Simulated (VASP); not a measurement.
# InSbTe3 (Pm-3m) in VASP: a series of runs

Runs on InSbTe3. Level: PBE. Tasks: single point, relaxation of cell and atoms.

Program: VASP 6.6.1. These are calculated values, not measurements. Logs are shortened: lines on timing, memory, paths and dates and some standing lists are left out, and cuts for length are marked.

## 1. The cell of the first run

It takes space group Pm-3m (No. 221, cubic). The conventional cell has a = 5.815 Å, b = 5.815 Å, c = 5.815 Å, α = 90.00°, β = 90.00°, γ = 90.00°. Within 5.4 Å of In (site symmetry m-3m) lie 12 Te at 4.11 Å and 8 Sb at 5.04 Å. Sb (site symmetry m-3m) has 6 Te at 2.91 Å within 3.8 Å. Within 3.8 Å of Te (site symmetry 4/mmm) lie 2 Sb at 2.91 Å.

The cell was built from a structure type or drawn by symmetry, and may not be a known phase.

## 2. Single point, PBE

Input file INCAR:

```
  PREC = Accurate
  ENCUT = 520
  EDIFF = 1E-7
  ISMEAR = 0
  SIGMA = 0.1
  LREAL = False
  LASPH = True
  NELM = 100
  ALGO = Normal
  ISIF = 2
  LWAVE = False
  LCHARG = False
  GGA = PE
  NBANDS = 26
```

Input file KPOINTS:

```
regular mesh
0
Gamma
  8 8 8
```

Input file POSCAR:

```
InSbTe3
1.0
    5.8146544328      0.0000000000      0.0000000000
    0.0000000000      5.8146544328      0.0000000000
    0.0000000000      0.0000000000      5.8146544328
In Sb Te
1 1 3
Direct
    0.5000000000      0.5000000000      0.5000000000
    0.0000000000      0.0000000000      0.0000000000
    0.5000000000      0.0000000000      0.0000000000
    0.0000000000      0.5000000000      0.0000000000
    0.0000000000      0.0000000000      0.5000000000
```

Potentials or basis: VASP PAW PBE potentials, release 64 (In_d, Sb, Te).

The run is started by

```bash
$ cat potpaw_PBE.64/In_d/POTCAR potpaw_PBE.64/Sb/POTCAR potpaw_PBE.64/Te/POTCAR > POTCAR
$ mpirun -np 1 vasp_std > vasp.out
```

OUTCAR:

```text
PREC = Accurate
   ENCUT = 520
   EDIFF = 1E-7
   ISMEAR = 0
   LREAL = False
   LASPH = True
   NELM = 100
   ISIF = 2
   GGA = PE

 ion  position               nearest neighbor table
   1  0.500  0.500  0.500-
   2  0.000  0.000  0.000-   3 2.91   4 2.91   5 2.91   5 2.91   4 2.91   3 2.91
   3  0.500  0.000  0.000-   2 2.91   2 2.91
   4  0.000  0.500  0.000-   2 2.91   2 2.91
   5  0.000  0.000  0.500-   2 2.91   2 2.91

  LATTYP: Found a simple cubic cell.
 ALAT       =     5.8146544328

  Lattice vectors:

 A1 = (   5.8146544328,   0.0000000000,   0.0000000000)
 A2 = (   0.0000000000,   5.8146544328,   0.0000000000)
 A3 = (   0.0000000000,   0.0000000000,   5.8146544328)

Analysis of symmetry for initial positions (statically):
=====================================================================
 Subroutine PRICEL returns:
 Original cell was already a primitive cell.

 Routine SETGRP: Setting up the symmetry group for a
 simple cubic supercell.

 Subroutine GETGRP returns: Found 48 space group operations
 (whereof 48 operations were pure point group operations)
 out of a pool of 48 trial point group operations.

The static configuration has the point symmetry O_h .

Analysis of symmetry for dynamics (positions and initial velocities):
=====================================================================
 Subroutine PRICEL returns:
 Original cell was already a primitive cell.

 Routine SETGRP: Setting up the symmetry group for a
 simple cubic supercell.

 Subroutine GETGRP returns: Found 48 space group operations
 (whereof 48 operations were pure point group operations)
 out of a pool of 48 trial point group operations.

The dynamic configuration has the point symmetry O_h .

 Subroutine INISYM returns: Found 48 space group operations
 (whereof 48 operations are pure point group operations),
 and found     1 'primitive' translations

----------------------------------------------------------------------------------------

                                     Primitive cell

  volume of cell :     196.5947

  direct lattice vectors                    reciprocal lattice vectors
     5.814654433  0.000000000  0.000000000     0.171979266  0.000000000  0.000000000
     0.000000000  5.814654433  0.000000000     0.000000000  0.171979266  0.000000000
     0.000000000  0.000000000  5.814654433     0.000000000  0.000000000  0.171979266

  length of vectors
[... 89 lines left out ...]
   LREAL  =      F    real-space projection
   EDIFFG = 0.1E-05   stopping-criterion for IOM
   NSW    =      0    number of steps for IOM
   IBRION =     -1    ionic relax: 0-MD 1-quasi-New 2-CG
   NFREE  =      0    steps in history (QN), initial steepest desc. (CG)
   ISIF   =      2    stress and relaxation
   ISYM   =      2    0-nonsym 1-usesym 2-fastsym
   POTIM  = 0.5000    time-step for ionic-motion
   TEBEG  =    0.0;   TEEND  =   0.0 temperature during run
   PSTRESS=    0.0 pullay stress
   NELECT =      36.0000    total number of electrons
   NUPDOWN=      -1.0000    fix difference up-down
   EMIN   =  10.00;   EMAX   =-10.00  energy-range for DOS
   EFERMI =   0.00;   METHOD = LEGACY
   ISMEAR =     0;   SIGMA  =   0.10  broadening in eV -4-tet -1-fermi 0-gaus
   EFERMI_NEDOS =   21; number of points for ismear=-14 and -15
   IALGO  =     38    algorithm
   IMIX   =      4    mixing-type and parameters
     AMIX     =   0.40;   BMIX     =  1.00
     AMIX_MAG =   1.60;   BMIX_MAG =  1.00
  volume/ion in A,a.u.               =      39.32       265.34
  Fermi-wavevector in a.u.,A,eV,Ry     =   0.929648  1.756780 11.758766  0.864245
  Thomas-Fermi vector in A             =   2.055953
   LORBIT       =      0    0 simple, 1 ext, 2 COOP (PROOUT), +10 PAW based schemes
   GGA     = PE    functional components
   LHFCALC =     F    Hartree Fock is set to
   AEXX    =    0.0000 exact exchange contribution
   IVDW    =     0    specifies the selected vdW correction
   LEPSILON=     F    determine dielectric tensor
   LRPA    =     F    only Hartree local field effects (RPA)
 non-spin polarized calculation
 Gauss-broadening in eV      SIGMA  =   0.10
  energy-cutoff  :      520.00
  volume of cell :      196.59
 maximum number of plane-waves:      5400
 NGX is ok and might be reduce to    48
   NGX = 21   NGY = 21   NGZ = 21

 number of electron      35.9999995 magnetization

 Free energy of the ion-electron system (eV)
  ---------------------------------------------------
  ext. energy  EPLUGINS =         0.00000000
  ---------------------------------------------------
  free energy    TOTEN  =       -14.75085988 eV

  energy without entropy =      -14.71029966  energy(sigma->0) =      -14.73057977

 E-fermi :   3.6567     XC(G=0):  -8.3550

 val. band max:        3.6429208080   @ k =   0.5000   0.2500   0.1250
 cond. band min:       3.6572606211   @ k =   0.3750   0.3750   0.2500
 fundamental gap:      0.0143398132
 Fermi energy:         3.6567110641

 k-point     1 :       0.0000    0.0000    0.0000
  band No.  band energies     occupation
      1     -10.4802      2.00000
      2     -10.4802      2.00000
      3     -10.4790      2.00000
      4     -10.4790      2.00000
      5     -10.4790      2.00000
      6      -8.6052      2.00000
[... 685 lines left out ...]
     25       8.8343      0.00000
     26      10.3708      0.00000

 [... further k-points ...]

------------------------ aborting loop because EDIFF is reached ----------------------------------------

  FORCE on cell =-STRESS in cart. coord.  units (eV):
  Direction    XX          YY          ZZ          XY          YZ          ZX
  --------------------------------------------------------------------------------------
  -------------------------------------------------------------------------------------
  Total        0.0198322      0.0198322      0.0198322     -0.0000000     -0.0000000      0.0000000
  in kB        0.1616256      0.1616256      0.1616256     -0.0000000     -0.0000000      0.0000000
  external PRESSURE =       0.1616256 kB  Pullay stress =       0.0000000 kB

 VOLUME and BASIS-vectors are now :
 -----------------------------------------------------------------------------
  energy-cutoff  :      520.00
  volume of cell :      196.59
      direct lattice vectors                 reciprocal lattice vectors
     5.814654433  0.000000000  0.000000000     0.171979266  0.000000000  0.000000000
     0.000000000  5.814654433  0.000000000     0.000000000  0.171979266  0.000000000
     0.000000000  0.000000000  5.814654433     0.000000000  0.000000000  0.171979266

 POSITION                                       TOTAL-FORCE (eV/Angst)
 -----------------------------------------------------------------------------------
      2.90733      2.90733      2.90733         0.000000      0.000000      0.000000
      0.00000      0.00000      0.00000         0.000000      0.000000      0.000000
      2.90733      0.00000      0.00000         0.000000      0.000000      0.000000
      0.00000      2.90733      0.00000         0.000000      0.000000      0.000000
      0.00000      0.00000      2.90733         0.000000      0.000000      0.000000
 -----------------------------------------------------------------------------------
    total drift:                                0.000000     -0.000000     -0.000000

  FREE ENERGIE OF THE ION-ELECTRON SYSTEM (eV)
  ---------------------------------------------------
  free  energy   TOTEN  =       -14.7508598752 eV

  energy  without entropy=      -14.7102996553  energy(sigma->0) =      -14.73057977
```

stdout:

```text
POSCAR found type information on POSCAR InSbTe
 POSCAR found :  3 types and       5 ions
 scaLAPACK will be used
 LDA part: xc-table for (Slater+PW92), standard interpolation
 POSCAR, INCAR and KPOINTS ok, starting setup
 FFT: planning ... GRIDC
 FFT: planning ... GRID_SOFT
 FFT: planning ... GRID
 WAVECAR not read
 entering main loop
```

Run time: 4.3 min. Hardware: 1 thread of Intel Xeon 8259CL, shared host; peak memory 0.44 GiB.

What came out:

```
Free energy            : -14.7509 eV
Pressure               : 0.0 GPa
Band gap on the k mesh : zero (bands 18 and 19 overlap by 1.14 eV)
```

Levels at points of the mesh, in eV from the Fermi level:
```csv
k point,band 16,band 17,band 18,band 19,band 20,band 21
"(0.00, 0.00, 0.00)",-0.70,-0.51,-0.51,-0.51,3.76,3.76
"(0.50, 0.00, 0.00)",-0.84,-0.45,-0.45,-0.09,1.55,2.14
"(0.50, 0.50, 0.00)",-1.12,-0.83,0.59,0.59,0.59,0.77
"(0.50, 0.50, 0.50)",0.25,0.25,0.25,0.61,0.61,0.61
```

Caveat: spin-orbit coupling is left out, which moves the levels of the heavy elements.

## 3. Relaxation of cell and atoms, PBE

This run uses another cell than the first one, of 39.17 Å³/atom.

Input file INCAR:

```
SYSTEM = InSbTe3
  PREC = Accurate
  ENCUT = 600
  EDIFF = 1E-6
  ISMEAR = 0
  SIGMA = 0.1
  LREAL = .FALSE.
  LASPH = .TRUE.
  NELM = 100
  ALGO = Normal
  ISIF = 3
  LWAVE = .FALSE.
  LCHARG = .FALSE.
  GGA = PE
  IBRION = 2
  NSW = 100
  EDIFFG = -0.01
```

Input file KPOINTS:

```
Automatic mesh
0
G
  8 8 8
  0 0 0
```

Changes to POSCAR since step 2:

```diff
@@ -2,5 +2,5 @@
 1.0
-    5.8146544328      0.0000000000      0.0000000000
-    0.0000000000      5.8146544328      0.0000000000
-    0.0000000000      0.0000000000      5.8146544328
+    5.8072405669      0.0000000000      0.0000000000
+    0.0000000000      5.8072405669      0.0000000000
+    0.0000000000      0.0000000000      5.8072405669
 In Sb Te
```

Potentials or basis: VASP PAW PBE potentials, release 64 (In_d, Sb, Te).

The run is started by

```bash
$ cat potpaw_PBE.64/In_d/POTCAR potpaw_PBE.64/Sb/POTCAR potpaw_PBE.64/Te/POTCAR > POTCAR
$ mpirun -np 1 vasp_std > vasp.out
```

Wall time 5.4 min (1 thread of Intel Xeon 8259CL, shared host); peak memory 0.49 GiB.

The run converged. Its results:

- Free energy: -14.7510 eV
- Relaxed volume: 39.34 Å³/atom
- Relaxed cell: a = 5.816 Å, b = 5.816 Å, c = 5.816 Å, α = 90.00°, β = 90.00°, γ = 90.00°
- Space group after relaxing (to 0.1 Å): Pm-3m (No. 221)
- Energy gained by relaxing: 0.1 meV/atom
- Ionic steps: 2
- Pressure after relaxing: 0.0 GPa
- Band gap on the k mesh: zero (bands 18 and 19 overlap by 1.14 eV)

Step by step:
```csv
step,energy change (eV),largest force (eV/Å),pressure (GPa),volume (Å³)
1,0.0000,0.0000,0.13,195.84
2,-0.0003,0.0000,0.00,196.72
```

Final structure:
```
In Sb Te
1.0
     5.81585    0.00000    0.00000
     0.00000    5.81585    0.00000
     0.00000    0.00000    5.81585
In Sb Te
1 1 3
Direct
  0.50000 0.50000 0.50000
  0.00000 0.00000 0.00000
  0.50000 0.00000 0.00000
  0.00000 0.50000 0.00000
  0.00000 0.00000 0.50000
```

Levels at points of the mesh, in eV from the Fermi level:
| k point | band 14 | band 15 | band 16 | band 17 | band 18 | band 19 | band 20 | band 21 | band 22 |
| --- | --- | --- | --- | --- | --- | --- | --- | --- | --- |
| (0.00, 0.00, 0.00) | -0.70 | -0.70 | -0.70 | -0.51 | -0.51 | -0.51 | 3.76 | 3.76 | 3.76 |
| (0.50, 0.00, 0.00) | -1.32 | -1.17 | -0.84 | -0.45 | -0.45 | -0.09 | 1.55 | 2.14 | 3.08 |
| (0.50, 0.50, 0.00) | -1.38 | -1.12 | -1.12 | -0.82 | 0.59 | 0.59 | 0.59 | 0.77 | 2.15 |
| (0.50, 0.50, 0.50) | -0.80 | -0.80 | 0.25 | 0.25 | 0.25 | 0.60 | 0.60 | 0.60 | 1.58 |

Caveat: spin-orbit coupling is left out, which moves the levels of the heavy elements.
